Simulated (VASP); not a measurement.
# MgS (Pm-3m) in VASP: single point with PBEsol

Aim: the single point of MgS with PBEsol.

All numbers are computed with VASP 6.6.1; they aren't measurements. Logs are shortened: lines on timing, memory, paths and dates and some standing lists are left out, and cuts for length are marked.

### 1 The cell of the first run

Symmetry: Pm-3m, No. 221, cubic system. Conventional cell: a = 3.278 Å, b = 3.278 Å, c = 3.278 Å, α = 90.00°, β = 90.00°, γ = 90.00°. Mg (site symmetry m-3m) has 8 S at 2.84 Å and 6 Mg at 3.28 Å within 3.7 Å. S (site symmetry m-3m) has 8 Mg at 2.84 Å and 6 S at 3.28 Å within 3.7 Å.

### 2 Single point, PBEsol

Contents of INCAR:

```
ALGO = Normal
EDIFF = 1E-7
ENCUT = 520
GGA = PS
ISIF = 2
ISMEAR = 0
LASPH = T
LCHARG = F
LREAL = F
LWAVE = F
NBANDS = 11
NELM = 80
PREC = Accurate
SIGMA = 0.05
```

Contents of KPOINTS:

```
k-points
0
Gamma
  8 8 8
```

Contents of POSCAR:

```
MgS
1.0
   -1.0926245332      2.1852490663      2.1852490663
    2.1852490663     -1.0926245332      2.1852490663
    2.1852490663      2.1852490663     -1.0926245332
Mg S
1 1
Direct
    0.0000000000      0.0000000000      0.0000000000
    0.5000000000      0.5000000000      0.5000000000
```

Potentials or basis: VASP PAW PBE potentials, release 64 (Mg, S).

Started as:

```
$ cat potpaw_PBE.64/Mg/POTCAR potpaw_PBE.64/S/POTCAR > POTCAR
$ mpirun -np 1 vasp_std > vasp.out
```

OUTCAR:

```text
EDIFF = 1E-7
   ENCUT = 520
   GGA = PS
   ISIF = 2
   ISMEAR = 0
   LASPH = T
   LREAL = F
   NELM = 80
   PREC = Accurate

 ion  position               nearest neighbor table
   1  0.000  0.000  0.000-   2 2.84   2 2.84   2 2.84   2 2.84   2 2.84   2 2.84   2 2.84   2 2.84

   2  0.500  0.500  0.500-   1 2.84   1 2.84   1 2.84   1 2.84   1 2.84   1 2.84   1 2.84   1 2.84

  LATTYP: Found a simple cubic cell.
 ALAT       =     3.2778735995

  Lattice vectors:

 A1 = (  -1.0926245332,   2.1852490663,   2.1852490663)
 A2 = (   2.1852490663,  -1.0926245332,   2.1852490663)
 A3 = (   2.1852490663,   2.1852490663,  -1.0926245332)

Analysis of symmetry for initial positions (statically):
=====================================================================
 Subroutine PRICEL returns:
 Original cell was already a primitive cell.

 Routine SETGRP: Setting up the symmetry group for a
 simple cubic supercell.

 Subroutine GETGRP returns: Found 48 space group operations
 (whereof 48 operations were pure point group operations)
 out of a pool of 48 trial point group operations.

The static configuration has the point symmetry O_h .

Analysis of symmetry for dynamics (positions and initial velocities):
=====================================================================
 Subroutine PRICEL returns:
 Original cell was already a primitive cell.

 Routine SETGRP: Setting up the symmetry group for a
 simple cubic supercell.

 Subroutine GETGRP returns: Found 48 space group operations
 (whereof 48 operations were pure point group operations)
 out of a pool of 48 trial point group operations.

The dynamic configuration has the point symmetry O_h .

 Subroutine INISYM returns: Found 48 space group operations
 (whereof 48 operations are pure point group operations),
 and found     1 'primitive' translations

----------------------------------------------------------------------------------------

                                     Primitive cell

  volume of cell :      35.2190

  direct lattice vectors                    reciprocal lattice vectors
    -1.092624533  2.185249066  2.185249066    -0.101691942  0.203383885  0.203383885
     2.185249066 -1.092624533  2.185249066     0.203383885 -0.101691942  0.203383885
     2.185249066  2.185249066 -1.092624533     0.203383885  0.203383885 -0.101691942

  length of vectors
     3.277873599  3.277873599  3.277873599     0.305075827  0.305075827  0.305075827

  position of ions in fractional coordinates (direct lattice)
     0.000000000  0.000000000  0.000000000
     0.500000000  0.500000000  0.500000000

  ion indices of the primitive-cell ions
   primitive index   ion index
                 1           1
                 2           2

----------------------------------------------------------------------------------------

 KPOINTS: k-points

Automatic generation of k-mesh.
 Grid dimensions read from file:
 generate k-points for:    8    8    8

 Generating k-lattice:

  Cartesian coordinates                     Fractional coordinates (reciprocal lattice)
    -0.012711493  0.025422986  0.025422986     0.125000000  0.000000000  0.000000000
     0.025422986 -0.012711493  0.025422986     0.000000000  0.125000000  0.000000000
     0.025422986  0.025422986 -0.012711493     0.000000000  0.000000000  0.125000000

  Length of vectors
     0.038134478  0.038134478  0.038134478

  Shift w.r.t. Gamma in fractional coordinates (k-lattice)
     0.000000000  0.000000000  0.000000000

 Subroutine IBZKPT returns following result:
 ===========================================

 Found     35 irreducible k-points:

 Following reciprocal coordinates:
            Coordinates               Weight
  0.000000  0.000000  0.000000      1.000000
  0.125000 -0.000000 -0.000000      6.000000
  0.250000 -0.000000 -0.000000      6.000000
  0.375000 -0.000000 -0.000000      6.000000
  0.500000 -0.000000 -0.000000      3.000000
  0.125000  0.125000 -0.000000     12.000000
[... 16 lines left out ...]
  0.375000  0.375000  0.125000     24.000000
  0.500000  0.375000  0.125000     24.000000
 [... further k-points ...]
   k-points           NKPTS =     35   k-points in BZ     NKDIM =     35   number of bands    NBANDS=     11
   number of dos      NEDOS =    301   number of ions     NIONS =      2
   total plane-waves  NPLWV =  13824
   dimension x,y,z NGX =    24 NGY =   24 NGZ =   24
   dimension x,y,z NGXF=    48 NGYF=   48 NGZF=   48
   ions per type =               1   1
   NGX,Y,Z   is equivalent  to a cutoff of  12.17, 12.17, 12.17 a.u.
   NGXF,Y,Z  is equivalent  to a cutoff of  24.34, 24.34, 24.34 a.u.
 SYSTEM =  unknown system
   PREC   = accura    normal or accurate (medium, high low for compatibility)
   ISTART =      0    job   : 0-new  1-cont  2-samecut
   ICHARG =      2    charge: 1-file 2-atom 10-const
   ISPIN  =      1    spin polarized calculation?
   LNONCOLLINEAR =      F non collinear calculations
   LSORBIT =      F    spin-orbit coupling
   LASPH  =      T    aspherical Exc in radial PAW
   ENCUT  =  520.0 eV  38.22 Ry    6.18 a.u.   6.09  6.09  6.09*2*pi/ulx,y,z
   NELM   =     80;   NELMIN=  2; NELMDL= -5     # of ELM steps
   EDIFF  = 0.1E-06   stopping-criterion for ELM
   LREAL  =      F    real-space projection
   EDIFFG = 0.1E-05   stopping-criterion for IOM
   NSW    =      0    number of steps for IOM
   IBRION =     -1    ionic relax: 0-MD 1-quasi-New 2-CG
   NFREE  =      0    steps in history (QN), initial steepest desc. (CG)
   ISIF   =      2    stress and relaxation
   ISYM   =      2    0-nonsym 1-usesym 2-fastsym
   POTIM  = 0.5000    time-step for ionic-motion
   TEBEG  =    0.0;   TEEND  =   0.0 temperature during run
   PSTRESS=    0.0 pullay stress
   NELECT =       8.0000    total number of electrons
   NUPDOWN=      -1.0000    fix difference up-down
   EMIN   =  10.00;   EMAX   =-10.00  energy-range for DOS
   EFERMI =   0.00;   METHOD = LEGACY
   ISMEAR =     0;   SIGMA  =   0.05  broadening in eV -4-tet -1-fermi 0-gaus
   EFERMI_NEDOS =   21; number of points for ismear=-14 and -15
   IALGO  =     38    algorithm
   IMIX   =      4    mixing-type and parameters
     AMIX     =   0.40;   BMIX     =  1.00
     AMIX_MAG =   1.60;   BMIX_MAG =  1.00
  volume/ion in A,a.u.               =      17.61       118.83
  Fermi-wavevector in a.u.,A,eV,Ry     =   0.998878  1.887606 13.575323  0.997758
  Thomas-Fermi vector in A             =   2.131131
   LORBIT       =      0    0 simple, 1 ext, 2 COOP (PROOUT), +10 PAW based schemes
   GGA     = PS    functional components
   LHFCALC =     F    Hartree Fock is set to
   AEXX    =    0.0000 exact exchange contribution
   IVDW    =     0    specifies the selected vdW correction
   LEPSILON=     F    determine dielectric tensor
   LRPA    =     F    only Hartree local field effects (RPA)
 non-spin polarized calculation
 Gauss-broadening in eV      SIGMA  =   0.05
  energy-cutoff  :      520.00
  volume of cell :       35.22
 maximum number of plane-waves:       968
   NGX = 13   NGY = 13   NGZ = 13

 number of electron       7.9999996 magnetization

 Free energy of the ion-electron system (eV)
  ---------------------------------------------------
  ext. energy  EPLUGINS =         0.00000000
  ---------------------------------------------------
  free energy    TOTEN  =        -7.86522827 eV

  energy without entropy =       -7.86456516  energy(sigma->0) =       -7.86489671

 E-fermi :   5.2864     XC(G=0):  -9.9172

 val. band max:        5.2863905256   @ k =   0.5000   0.3750  -0.0000
 cond. band min:       5.4080408887   @ k =   0.5000   0.5000  -0.0000
 fundamental gap:      0.1216503631
 Fermi energy:         5.2864056577

 k-point     1 :       0.0000    0.0000    0.0000
  band No.  band energies     occupation
      1      -8.6767      2.00000
      2       3.9415      2.00000
      3       3.9415      2.00000
      4       3.9415      2.00000
      5       5.9570      0.00000
      6       9.5539      0.00000
      7       9.5539      0.00000
      8      17.5616      0.00000
      9      17.5616      0.00000
     10      17.5616      0.00000
     11      18.4926      0.00000

 k-point     2 :       0.1250   -0.0000   -0.0000
  band No.  band energies     occupation
      1      -8.5425      2.00000
      2       2.5736      2.00000
      3       4.0354      2.00000
      4       4.0354      2.00000
      5       6.7365      0.00000
      6       9.7642      0.00000
      7      10.5189      0.00000
      8      16.0926      0.00000
      9      16.0926      0.00000
     10      16.9906      0.00000
     11      18.6688      0.00000

 k-point     3 :       0.2500   -0.0000   -0.0000
  band No.  band energies     occupation
      1      -8.1785      2.00000
      2       0.6505      2.00000
      3       4.2812      2.00000
      4       4.2812      2.00000
      5       7.5974      0.00000
      6      10.3904      0.00000
      7      12.0686      0.00000
      8      14.3434      0.00000
      9      14.3434      0.00000
     10      16.7183      0.00000
     11      17.2836      0.00000

 k-point     4 :       0.3750   -0.0000   -0.0000
  band No.  band energies     occupation
      1      -7.7330      2.00000
      2      -0.8197      2.00000
      3       4.5610      2.00000
      4       4.5610      2.00000
      5       8.4483      0.00000
      6      11.4047      0.00000
      7      11.9045      0.00000
      8      13.0823      0.00000
      9      13.0823      0.00000
     10      15.0369      0.00000
     11      18.8939      0.00000
[... 239 lines left out ...]
 k-point    22 :       0.5000    0.2500    0.1250
  band No.  band energies     occupation
      1      -6.9785      2.00000
      2      -0.5868      2.00000
      3       2.1644      2.00000
      4       4.1388      2.00000
      5       7.4621      0.00000
      6      10.3928      0.00000
      7      11.3441      0.00000
      8      14.3818      0.00000
      9      15.6436      0.00000
     10      15.8249      0.00000
     11      18.0699      0.00000

 k-point    23 :       0.3750    0.3750    0.1250
  band No.  band energies     occupation
      1      -6.8014      2.00000
      2       0.3876      2.00000
      3       0.7268      2.00000
      4       4.3050      2.00000
      5       6.3968      0.00000
      6      10.8778      0.00000
      7      11.5627      0.00000
      8      13.5861      0.00000
      9      16.1268      0.00000
     10      16.5840      0.00000
     11      17.4439      0.00000

 k-point    24 :       0.5000    0.3750    0.1250
  band No.  band energies     occupation
      1      -6.6202      2.00000
      2       0.0371      2.00000
      3       0.8797      2.00000
      4       4.4698      2.00000
      5       5.7190      0.00000
      6      10.9526      0.00000
      7      11.4511      0.00000
      8      13.8679      0.00000
      9      15.8367      0.00000
     10      16.7971      0.00000
     11      16.8150      0.00000

 [... further k-points ...]

------------------------ aborting loop because EDIFF is reached ----------------------------------------

  FORCE on cell =-STRESS in cart. coord.  units (eV):
  Direction    XX          YY          ZZ          XY          YZ          ZX
  --------------------------------------------------------------------------------------
  -------------------------------------------------------------------------------------
  Total       -0.5307013     -0.5307013     -0.5307013      0.0000000      0.0000000      0.0000000
  in kB      -24.1426057    -24.1426057    -24.1426057      0.0000000      0.0000000      0.0000000
  external PRESSURE =     -24.1426057 kB  Pullay stress =       0.0000000 kB

 VOLUME and BASIS-vectors are now :
 -----------------------------------------------------------------------------
  energy-cutoff  :      520.00
  volume of cell :       35.22
      direct lattice vectors                 reciprocal lattice vectors
    -1.092624533  2.185249066  2.185249066    -0.101691942  0.203383885  0.203383885
     2.185249066 -1.092624533  2.185249066     0.203383885 -0.101691942  0.203383885
     2.185249066  2.185249066 -1.092624533     0.203383885  0.203383885 -0.101691942

 POSITION                                       TOTAL-FORCE (eV/Angst)
 -----------------------------------------------------------------------------------
      0.00000      0.00000      0.00000         0.000000      0.000000      0.000000
      1.63894      1.63894      1.63894        -0.000000     -0.000000     -0.000000
 -----------------------------------------------------------------------------------
    total drift:                               -0.000000     -0.000000      0.000000

  FREE ENERGIE OF THE ION-ELECTRON SYSTEM (eV)
  ---------------------------------------------------
  free  energy   TOTEN  =        -7.8652282687 eV

  energy  without entropy=       -7.8645651559  energy(sigma->0) =       -7.86489671
```

Run time: 6 s. Hardware: 1 thread of AMD EPYC 9R45 (Zen 5), shared host; peak memory 0.11 GiB.

Results:

```
Free energy            : -7.8652 eV
Pressure               : -2.4 GPa
Band gap on the k mesh : zero (band 4 reaches 5.29 eV, above the bottom of band 5 at 4.99 eV)
```

Caveat: the PAW data sets were made with another functional, which shifts forces and pressure a little.
